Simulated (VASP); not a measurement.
# Ni: single point with r2SCAN

The system is Ni.

```
CELL_PARAMETERS angstrom
0.00000 1.73306 1.73306
1.73306 0.00000 1.73306
1.73306 1.73306 0.00000
ATOMIC_POSITIONS crystal
Ni 0.00000 0.00000 0.00000
```

```yaml
Program: VASP 6.6.1
Task: single point
Functional: r2SCAN
Potentials_or_basis: VASP PAW PBE potentials, release 64 (Ni)
Cutoff: 520 eV
k_mesh: 5 × 5 × 5
Occupations: fermi-dirac, width 0.1 eV
Spin: no spin polarisation
```

- Pressure: 3.4 GPa
- Band gap on the k mesh: zero (band 5 reaches 9.70 eV, above the bottom of band 6 at 8.81 eV)

Levels at points of the mesh, in eV from the Fermi level:
```csv
k point,band 2,band 3,band 4,band 5,band 6,band 7,band 8,band 9
"(0.00, 0.00, 0.00)",-2.04,-2.04,-2.04,-0.91,-0.91,25.03,29.71,29.71
```

Wall time 5.5 s on 1 thread of Intel(R) Xeon(R) 6975P-C (Granite Rapids) (shared host), peak memory 0.12 GiB.

Caveat: the k points lie up to 0.63 Å⁻¹ apart; the PAW data sets were made with another functional, which shifts forces and pressure a little; the run has no spin polarisation, though such a crystal can be magnetic. Spin polarisation is off, so any magnetic state and its effect on volume and gap are missing.
